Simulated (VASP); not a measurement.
Set up this calculation in VASP 6.6.1, as the native input.

```yaml
Task: relaxation of cell and atoms
Functional: PBE
Potentials_or_basis: VASP PAW PBE potentials, release 64 (Ta_pv, S, Br)
Cutoff: 600 eV
k_mesh: 4 × 4 × 4
Occupations: gaussian, width 0.1 eV
Spin: no spin polarisation
Dipole_correction: no
Further_INCAR_settings: ALGO = Normal; EDIFF = 1e-06; IBRION = 2; EDIFFG = -0.04; NSW = 90; ISIF = 3
```

The structure of Ta3S4Br lies in POSCAR:

```
Ta3S4Br
1.0
    5.2633743200      0.0000000000      0.0000000000
    0.0000000000      5.2633743200      0.0000000000
    0.0000000000      0.0000000000      5.2633743200
Ta S Br
3 4 1
Direct
    0.0000000000      0.5000000000      0.5000000000
    0.5000000000      0.0000000000      0.5000000000
    0.5000000000      0.5000000000      0.0000000000
    0.5000000000      0.0000000000      0.0000000000
    0.5000000000      0.5000000000      0.5000000000
    0.0000000000      0.0000000000      0.5000000000
    0.0000000000      0.5000000000      0.0000000000
    0.0000000000      0.0000000000      0.0000000000
```

The cell was built from a structure type or drawn by symmetry, and may not be a known phase.

These files were run (other wordings do the same):

INCAR

```
SYSTEM = Ta3S4Br
PREC     = Accurate       ! precision mode
ENCUT    = 600            ! plane-wave cutoff, eV
EDIFF    = 1E-6           ! SCF threshold, eV
ISMEAR   = 0              ! smearing method
SIGMA    = 0.1            ! smearing width, eV
LREAL    = .False.        ! projectors in reciprocal space
LASPH    = .True.         ! aspherical terms in the spheres
NELM     = 80             ! most SCF steps
ALGO     = Normal         ! electronic algorithm
ISIF     = 3              ! what is computed and relaxed
LWAVE    = .False.        ! write WAVECAR
LCHARG   = .False.        ! write CHGCAR
GGA      = PE             ! functional
IBRION   = 2              ! ionic algorithm
NSW      = 90             ! ionic steps
EDIFFG   = -0.04          ! ionic threshold
```

KPOINTS

```
regular mesh
0
Gamma
  4 4 4
  0 0 0
```

Potentials or basis: VASP PAW PBE potentials, release 64 (Ta_pv, S, Br).

Run with:

```bash
$ cat potpaw_PBE.64/Ta_pv/POTCAR potpaw_PBE.64/S/POTCAR potpaw_PBE.64/Br/POTCAR > POTCAR
$ mpirun -np 1 vasp_std > vasp.out
```

It gave:

| Item | Value |
| --- | --- |
| Relaxed volume | 17.15 Å³/atom |
| Relaxed cell | a = 5.157 Å, b = 5.157 Å, c = 5.157 Å, α = 90.00°, β = 90.00°, γ = 90.00° |
| Space group after relaxing (to 0.1 Å) | Pm-3m (No. 221) |
| Energy gained by relaxing | 24.6 meV/atom |
| Ionic steps | 3 |
| Pressure after relaxing | -0.1 GPa |
| Band gap on the k mesh | zero (bands 32 and 33 overlap by 1.74 eV) |

Caveat: spin-orbit coupling is left out, which moves the levels of the heavy elements.

It took 96 s on 1 thread of Intel(R) Xeon(R) 6975P-C (Granite Rapids) (shared host), peak memory 0.3 GiB.
